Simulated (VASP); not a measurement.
Input of a VASP 6.6.1 run:

INCAR

```
SYSTEM = MnS
PREC = Accurate ; ENCUT = 520
EDIFF = 1E-6 ; ISMEAR = -1
SIGMA = 0.05 ; LREAL = .FALSE.
LASPH = .TRUE. ; NELM = 150
ALGO = Normal ; ISIF = 2
LWAVE = .FALSE. ; LCHARG = .FALSE.
ISPIN = 2 ; MAGMOM = 4 0
LORBIT = 11 ; LMAXMIX = 4
GGA = PS ; IVDW = 12
NBANDS = 20
```

Contents of KPOINTS:

```
regular mesh
0
G
  9 9 9
  0 0 0
```

The input POSCAR:

```
MnS
1.0
    0.0000000000      2.4314764176      2.4314764176
    2.4314764176      0.0000000000      2.4314764176
    2.4314764176      2.4314764176      0.0000000000
Mn S
1 1
Direct
    0.0000000000      0.0000000000      0.0000000000
    0.7500000000      0.7500000000      0.7500000000
```

Potentials or basis: VASP PAW PBE potentials, release 64 (Mn_pv, S).

The run is started by

```console
$ cat potpaw_PBE.64/Mn_pv/POTCAR potpaw_PBE.64/S/POTCAR > POTCAR
$ mpirun -np 1 vasp_std > vasp.out
```

(1) Estimate the site moments.

(2) Estimate the dispersion energy per atom.

Results:

(1) Mn +0.15; S -0.00 μB.

(2) -0.438 eV.

Caveat: the moment fell far below its start of 4 μB, so a state of higher moment may lie lower in energy.
